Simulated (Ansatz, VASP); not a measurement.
SnO3 in VASP and in Ansatz

```
Sn O
1.0
    -2.04355    2.04355    2.88885
     2.04355   -2.04355    2.88885
     2.04355    2.04355   -2.88885
Sn O
1 3
Direct
  0.51301 0.51301 0.00000
  0.13584 0.63584 0.50000
  0.63584 0.13584 0.50000
  0.15906 0.15906 0.00000
```

Alike in both runs: functional PBE; k mesh 6 × 6 × 6; occupations gaussian, width 0.2 eV; no spin polarisation.

Ansatz relaxed the structure, and its values are those at the end. VASP's run is a single point on that final structure, the one shown.

```csv
,VASP,Ansatz
version,VASP 6.6.1,Ansatz 0.2.0
potentials or method,"VASP PAW PBE potentials, release 64 (Sn_d, O), cutoff 600 eV","scalar-relativistic, plane waves, PAW"
valence electrons in the cell,32,32
```

VASP gave:

| Item | Value |
| --- | --- |
| gap on the k mesh at the Fermi level (eV) | none |
| pressure (GPa) | -0.2 |
| rms of the force components (eV/Å) | 0.029 |

Problem. Which values does Ansatz return?

Solution. gap on the k mesh at the Fermi level (eV): none; pressure (GPa): -0.3; rms of the force components (eV/Å): 0.011.

A gap of «none» marks a metal or a gap that the smearing closes. With one functional, cell and mesh, what is left measures potentials, basis and numerics.

The k mesh is coarse, so the values compare programs but aren't converged.
